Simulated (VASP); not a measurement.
# SnO (Romarchite) (P4/nmm) in VASP: further runs

SnO (Romarchite) is run at these levels: PBE; tasks: single point.

Program: VASP 6.6.1. These are calculated values, not measurements. Logs are shortened: lines on timing, memory, paths and dates and some standing lists are left out, and cuts for length are marked.

## (1) The cell of the first run

Symmetry: P4/nmm, No. 129, tetragonal system. The conventional cell has a = 3.811 Å, b = 3.811 Å, c = 4.857 Å, α = 90.00°, β = 90.00°, γ = 90.00°. Sn (site symmetry 4mm) has 4 O at 2.23 Å within 2.9 Å. O (site symmetry -4m2) has 4 Sn at 2.23 Å and 4 O at 2.69 Å within 2.9 Å.

## (2) Single point, PBE

Contents of INCAR:

```
SYSTEM = SnO
PREC = Accurate ; ENCUT = 520
EDIFF = 1E-6 ; ISMEAR = 0
SIGMA = 0.01 ; LREAL = .FALSE.
LASPH = .TRUE. ; NELM = 100
ALGO = Normal ; ISIF = 2
LWAVE = .FALSE. ; LCHARG = .FALSE.
GGA = PE ; NBANDS = 28
```

Contents of KPOINTS:

```
Automatic mesh
0
G
  6 6 4
  0 0 0
```

Contents of POSCAR:

```
SnO
1.0
    3.8112200263      0.0000000000      0.0000000000
    0.0000000000      3.8112200263      0.0000000000
    0.0000000000      0.0000000000      4.8568825102
Sn O
2 2
Direct
    0.5000000000      0.0000000000      0.2369000000
    0.0000000000      0.5000000000      0.7631000000
    0.0000000000      0.0000000000      0.0000000000
    0.5000000000      0.5000000000      0.0000000000
```

Potentials or basis: VASP PAW PBE potentials, release 64 (Sn_d, O).

Launch:

```sh
$ cat potpaw_PBE.64/Sn_d/POTCAR potpaw_PBE.64/O/POTCAR > POTCAR
$ mpirun -np 1 vasp_std > vasp.out
```

OUTCAR:

```text
SYSTEM = SnO
   PREC = Accurate
   ENCUT = 520
   EDIFF = 1E-6
   ISMEAR = 0
   LREAL = .FALSE.
   LASPH = .TRUE.
   NELM = 100
   ISIF = 2
   GGA = PE

 ion  position               nearest neighbor table
   1  0.500  0.000  0.237-   3 2.23   4 2.23   4 2.23   3 2.23   2 3.54   2 3.54   2 3.54   2 3.54
                             2 3.71   2 3.71   2 3.71   2 3.71
   2  0.000  0.500  0.763-   3 2.23   4 2.23   3 2.23   4 2.23   1 3.54   1 3.54   1 3.54   1 3.54
                             1 3.71   1 3.71   1 3.71   1 3.71
   3  0.000  0.000  0.000-   1 2.23   2 2.23   2 2.23   1 2.23
   4  0.500  0.500  0.000-   1 2.23   2 2.23   1 2.23   2 2.23

  LATTYP: Found a simple tetragonal cell.
 ALAT       =     3.8112200263
 C/A-ratio  =     1.2743642395

  Lattice vectors:

 A1 = (   3.8112200263,   0.0000000000,   0.0000000000)
 A2 = (   0.0000000000,   3.8112200263,   0.0000000000)
 A3 = (   0.0000000000,   0.0000000000,   4.8568825102)

Analysis of symmetry for initial positions (statically):
=====================================================================
 Subroutine PRICEL returns:
 Original cell was already a primitive cell.

 Routine SETGRP: Setting up the symmetry group for a
 simple tetragonal supercell.

 Subroutine GETGRP returns: Found 16 space group operations
 (whereof  8 operations were pure point group operations)
 out of a pool of 16 trial point group operations.

The static configuration has the point symmetry D_2d.
 The point group associated with its full space group is D_4h.

Analysis of symmetry for dynamics (positions and initial velocities):
=====================================================================
 Subroutine PRICEL returns:
 Original cell was already a primitive cell.

 Routine SETGRP: Setting up the symmetry group for a
 simple tetragonal supercell.

 Subroutine GETGRP returns: Found 16 space group operations
 (whereof  8 operations were pure point group operations)
 out of a pool of 16 trial point group operations.

The dynamic configuration has the point symmetry D_2d.
 The point group associated with its full space group is D_4h.

 Subroutine INISYM returns: Found 16 space group operations
 (whereof  8 operations are pure point group operations),
 and found     1 'primitive' translations

----------------------------------------------------------------------------------------

                                     Primitive cell

  volume of cell :      70.5482

  direct lattice vectors                    reciprocal lattice vectors
[... 88 lines left out ...]
   LASPH  =      T    aspherical Exc in radial PAW
   ENCUT  =  520.0 eV  38.22 Ry    6.18 a.u.   7.09  7.09  9.03*2*pi/ulx,y,z
   NELM   =    100;   NELMIN=  2; NELMDL= -5     # of ELM steps
   EDIFF  = 0.1E-05   stopping-criterion for ELM
   LREAL  =      F    real-space projection
   EDIFFG = 0.1E-04   stopping-criterion for IOM
   NSW    =      0    number of steps for IOM
   IBRION =     -1    ionic relax: 0-MD 1-quasi-New 2-CG
   NFREE  =      0    steps in history (QN), initial steepest desc. (CG)
   ISIF   =      2    stress and relaxation
   ISYM   =      2    0-nonsym 1-usesym 2-fastsym
   POTIM  = 0.5000    time-step for ionic-motion
   TEBEG  =    0.0;   TEEND  =   0.0 temperature during run
   PSTRESS=    0.0 pullay stress
   NELECT =      40.0000    total number of electrons
   NUPDOWN=      -1.0000    fix difference up-down
   EMIN   =  10.00;   EMAX   =-10.00  energy-range for DOS
   EFERMI =   0.00;   METHOD = LEGACY
   ISMEAR =     0;   SIGMA  =   0.01  broadening in eV -4-tet -1-fermi 0-gaus
   EFERMI_NEDOS =   21; number of points for ismear=-14 and -15
   IALGO  =     38    algorithm
   IMIX   =      4    mixing-type and parameters
     AMIX     =   0.40;   BMIX     =  1.00
     AMIX_MAG =   1.60;   BMIX_MAG =  1.00
  volume/ion in A,a.u.               =      17.64       119.02
  Fermi-wavevector in a.u.,A,eV,Ry     =   1.354980  2.560541 24.979906  1.835971
  Thomas-Fermi vector in A             =   2.482106
   LORBIT       =      0    0 simple, 1 ext, 2 COOP (PROOUT), +10 PAW based schemes
   GGA     = PE    functional components
   LHFCALC =     F    Hartree Fock is set to
   AEXX    =    0.0000 exact exchange contribution
   IVDW    =     0    specifies the selected vdW correction
   LEPSILON=     F    determine dielectric tensor
   LRPA    =     F    only Hartree local field effects (RPA)
 non-spin polarized calculation
 Gauss-broadening in eV      SIGMA  =   0.01
  energy-cutoff  :      520.00
  volume of cell :       70.55
 maximum number of plane-waves:      1920
   NGX = 15   NGY = 15   NGZ = 19

 number of electron      39.9999984 magnetization

 Free energy of the ion-electron system (eV)
  ---------------------------------------------------
  ext. energy  EPLUGINS =         0.00000000
  ---------------------------------------------------
  free energy    TOTEN  =       -22.67954369 eV

  energy without entropy =      -22.67954369  energy(sigma->0) =      -22.67954369

 E-fermi :   7.1483     XC(G=0): -10.2160

 val. band max:        7.1013150902   @ k =   0.0000   0.0000   0.0000
 cond. band min:       7.2069142332   @ k =   0.5000   0.5000   0.0000
 fundamental gap:      0.1055991430
 Fermi energy:         7.1483011791

 k-point     1 :       0.0000    0.0000    0.0000
  band No.  band energies     occupation
      1     -14.9191      2.00000
      2     -14.4825      2.00000
      3     -14.4825      2.00000
      4     -14.4812      2.00000
      5     -14.4395      2.00000
      6     -14.4300      2.00000
[... 733 lines left out ...]
     27      16.0575      0.00000
     28      16.0575      0.00000

 [... further k-points ...]
[... 5 lines left out ...]
  --------------------------------------------------------------------------------------
  -------------------------------------------------------------------------------------
  Total        1.9151864      1.9151864      1.5108334      0.0000000     -0.0000000      0.0000000
  in kB       43.4946659     43.4946659     34.3116431      0.0000000     -0.0000000      0.0000000
  external PRESSURE =      40.4336583 kB  Pullay stress =       0.0000000 kB

 VOLUME and BASIS-vectors are now :
 -----------------------------------------------------------------------------
  energy-cutoff  :      520.00
  volume of cell :       70.55
      direct lattice vectors                 reciprocal lattice vectors
     3.811220026  0.000000000  0.000000000     0.262383172  0.000000000  0.000000000
     0.000000000  3.811220026  0.000000000     0.000000000  0.262383172  0.000000000
     0.000000000  0.000000000  4.856882510     0.000000000  0.000000000  0.205893389

 POSITION                                       TOTAL-FORCE (eV/Angst)
 -----------------------------------------------------------------------------------
      1.90561      0.00000      1.15060         0.000000      0.000000      0.438173
      0.00000      1.90561      3.70629        -0.000000      0.000000     -0.438173
      0.00000      0.00000      0.00000        -0.000000      0.000000     -0.000000
      1.90561      1.90561      0.00000         0.000000      0.000000     -0.000000
 -----------------------------------------------------------------------------------
    total drift:                                0.000000      0.000000      0.000000

  FREE ENERGIE OF THE ION-ELECTRON SYSTEM (eV)
  ---------------------------------------------------
  free  energy   TOTEN  =       -22.6795436869 eV

  energy  without entropy=      -22.6795436869  energy(sigma->0) =      -22.67954369
```

stdout:

```text
POSCAR found type information on POSCAR SnO
 POSCAR found :  2 types and       4 ions
 scaLAPACK will be used
 LDA part: xc-table for (Slater+PW92), standard interpolation
 POSCAR, INCAR and KPOINTS ok, starting setup
 FFT: planning ... GRIDC
 FFT: planning ... GRID_SOFT
 FFT: planning ... GRID
 WAVECAR not read
 entering main loop
```

Wall time 70 s (1 thread of Intel Xeon 8259CL, shared host); peak memory 0.19 GiB.

Results:

```yaml
Free_energy: -22.6795 eV
Pressure: 4.0 GPa
Largest_force: 0.438 eV/Å
Band_gap_on_the_k_mesh: 0.11 eV, indirect (least direct gap 1.99 eV)
```

Forces on the atoms (eV/Å):
```
Sn   0.000  0.000  0.438
Sn   0.000  0.000 -0.438
O    0.000  0.000  0.000
O    0.000  0.000  0.000
```

Stress tensor (GPa, compression positive):
```
4.35 0.00 0.00
0.00 4.35 0.00
0.00 0.00 3.43
```

Levels at points of the mesh, in eV from the valence-band top:
| k point | band 16 | band 17 | band 18 | band 19 | band 20 | band 21 | band 22 | band 23 | band 24 | band 25 |
| --- | --- | --- | --- | --- | --- | --- | --- | --- | --- | --- |
| (0.00, 0.00, 0.00) | -6.28 | -3.48 | -3.19 | -3.19 | 0.00 | 2.07 | 4.33 | 4.70 | 4.70 | 5.70 |
| (0.50, 0.00, 0.00) | -5.01 | -4.85 | -4.85 | -2.70 | -2.70 | 3.17 | 3.17 | 5.91 | 5.91 | 5.96 |
| (0.50, 0.50, 0.00) | -5.14 | -2.53 | -2.53 | -1.89 | -1.89 | 0.11 | 0.11 | 4.47 | 4.47 | 7.21 |
| (0.00, 0.00, 0.50) | -3.55 | -3.20 | -3.20 | -3.15 | -2.22 | 1.68 | 2.98 | 2.98 | 3.68 | 7.89 |
| (0.50, 0.00, 0.50) | -5.47 | -4.82 | -4.82 | -1.74 | -1.74 | 2.56 | 2.56 | 5.43 | 5.43 | 6.65 |
| (0.50, 0.50, 0.50) | -5.58 | -2.66 | -2.66 | -2.53 | -2.53 | 2.35 | 2.35 | 4.01 | 4.01 | 5.59 |

Caveat: spin-orbit coupling is left out, which moves the levels of the heavy elements.

## (3) Single point, PBE

This run uses another cell than the first one, of 18.16 Å³/atom, 1.030 times its volume.

Contents of INCAR:

```
PREC     = Accurate       # precision mode
ENCUT    = 520            # plane-wave cutoff, eV
EDIFF    = 1E-7           # SCF threshold, eV
ISMEAR   = 0              # smearing method
SIGMA    = 0.01           # smearing width, eV
LREAL    = F              # projectors in reciprocal space
LASPH    = T              # aspherical terms in the spheres
NELM     = 100            # most SCF steps
ALGO     = Normal         # electronic algorithm
ISIF     = 2              # what is computed and relaxed
LWAVE    = F              # write WAVECAR
LCHARG   = F              # write CHGCAR
GGA      = PE             # functional
NBANDS   = 28             # bands
```

Contents of KPOINTS:

```
Automatic mesh
0
Gamma
  6 6 4
```

Contents of POSCAR:

```
SnO
1.0
    3.8485873114      0.0000000000      0.0000000000
    0.0000000000      3.8485873114      0.0000000000
    0.0000000000      0.0000000000      4.9045020420
Sn O
2 2
Direct
    0.5000000000      0.0000000000      0.2369000000
    0.0000000000      0.5000000000      0.7631000000
    0.0000000000      0.0000000000      0.0000000000
    0.5000000000      0.5000000000      0.0000000000
```

Potentials or basis: VASP PAW PBE potentials, release 64 (Sn_d, O).

Launch:

```sh
$ cat potpaw_PBE.64/Sn_d/POTCAR potpaw_PBE.64/O/POTCAR > POTCAR
$ mpirun -np 1 vasp_std > vasp.out
```

Run time: 81 s. Hardware: 1 thread of Intel Xeon 8259CL, shared host; peak memory 0.2 GiB.

It converged, with:

| Property | Result |
| --- | --- |
| Free energy | -22.7154 eV |
| Pressure | 1.2 GPa |
| Largest force | 0.040 eV/Å |
| Band gap on the k mesh | 0.21 eV, indirect (least direct gap 2.03 eV) |

Forces in eV/Å, atoms in the order of the input:
```
Sn   0.000  0.000  0.040
Sn   0.000  0.000 -0.040
O    0.000  0.000  0.000
O    0.000  0.000  0.000
```

Stress tensor (GPa, compression positive):
```
1.30 0.00 0.00
0.00 1.30 0.00
0.00 0.00 1.06
```

Levels at points of the mesh, in eV from the valence-band top:
| k point | band 18 | band 19 | band 20 | band 21 | band 22 | band 23 |
| --- | --- | --- | --- | --- | --- | --- |
| (0.00, 0.00, 0.00) | -2.97 | -2.97 | 0.00 | 2.03 | 4.37 | 4.69 |
| (0.50, 0.00, 0.00) | -4.59 | -2.54 | -2.54 | 3.14 | 3.14 | 5.85 |
| (0.50, 0.50, 0.00) | -2.33 | -1.82 | -1.82 | 0.21 | 0.21 | 4.52 |
| (0.00, 0.00, 0.50) | -2.99 | -2.99 | -2.05 | 1.73 | 3.04 | 3.04 |
| (0.50, 0.00, 0.50) | -4.55 | -1.63 | -1.63 | 2.56 | 2.56 | 5.40 |
| (0.50, 0.50, 0.50) | -2.57 | -2.33 | -2.33 | 2.43 | 2.43 | 3.97 |

Caveat: spin-orbit coupling is left out, which moves the levels of the heavy elements. A k mesh can miss the band edges.

## (4) Single point, PBE

This run uses another cell than the first one, of 18.68 Å³/atom, 1.059 times its volume.

Contents of INCAR:

```
ALGO = Normal
EDIFF = 1E-7
ENCUT = 520
GGA = PE
ISIF = 2
ISMEAR = 0
LASPH = T
LCHARG = F
LREAL = F
LWAVE = F
NBANDS = 28
NELM = 80
PREC = Accurate
SIGMA = 0.01
```

Contents of KPOINTS:

```
k-points
0
Gamma
  6 6 4
```

Contents of POSCAR:

```
SnO
1.0
    3.8852427300      0.0000000000      0.0000000000
    0.0000000000      3.8852427300      0.0000000000
    0.0000000000      0.0000000000      4.9512143967
Sn O
2 2
Direct
    0.5000000000      0.0000000000      0.2369000000
    0.0000000000      0.5000000000      0.7631000000
    0.0000000000      0.0000000000      0.0000000000
    0.5000000000      0.5000000000      0.0000000000
```

Launch:

```sh
$ cat potpaw_PBE.64/Sn_d/POTCAR potpaw_PBE.64/O/POTCAR > POTCAR
$ mpirun -np 1 vasp_std > vasp.out
```

Run time: 95 s. Hardware: 1 thread of Intel Xeon 8259CL, shared host; peak memory 0.21 GiB.

It converged, with:

* Free energy: -22.7169 eV
* Pressure: -1.2 GPa
* Largest force: 0.320 eV/Å
* Band gap on the k mesh: 0.31 eV, indirect (least direct gap 2.00 eV)

Forces on the atoms (eV/Å):
```
Sn   0.000  0.000 -0.320
Sn   0.000  0.000  0.320
O    0.000  0.000  0.000
O    0.000  0.000  0.000
```

Stress tensor (GPa, compression positive):
```
-1.30  0.00  0.00
 0.00 -1.30  0.00
 0.00  0.00 -0.99
```

Levels at points of the mesh, in eV from the valence-band top:
```csv
k point,band 17,band 18,band 19,band 20,band 21,band 22,band 23,band 24
"(0.00, 0.00, 0.00)",-3.06,-2.77,-2.77,0.00,2.00,4.40,4.68,4.68
"(0.50, 0.00, 0.00)",-4.34,-4.34,-2.39,-2.39,3.12,3.12,5.79,5.79
"(0.50, 0.50, 0.00)",-2.14,-2.14,-1.77,-1.77,0.31,0.31,4.55,4.55
"(0.00, 0.00, 0.50)",-3.12,-2.79,-2.79,-1.90,1.77,3.09,3.09,3.67
"(0.50, 0.00, 0.50)",-4.31,-4.31,-1.52,-1.52,2.56,2.56,5.37,5.37
"(0.50, 0.50, 0.50)",-2.48,-2.48,-2.14,-2.14,2.50,2.50,3.93,3.93
```

Caveat: spin-orbit coupling is left out, which moves the levels of the heavy elements. A k mesh can miss the band edges.

## (5) Overview

```tsv
cell	gap on the mesh (eV)	pressure (GPa)	largest force (eV/Å)
a = 3.811, b = 3.811, c = 4.857 Å, 4 atoms	0.11	4.0	0.44
a = 3.849, b = 3.849, c = 4.905 Å, 4 atoms	0.21	1.2	0.04
a = 3.885, b = 3.885, c = 4.951 Å, 4 atoms	0.31	-1.2	0.32
```

Alike in all rows: task single point; level PBE; potentials or basis VASP PAW PBE potentials, release 64 (Sn_d, O); no spin polarisation; k mesh 6 × 6 × 4; cutoff (eV) 520; smearing gaussian 0.01 eV.

Caveats: spin-orbit coupling is left out, which moves the levels of the heavy elements.

Absolute energies hang on the potentials; compare differences alone.
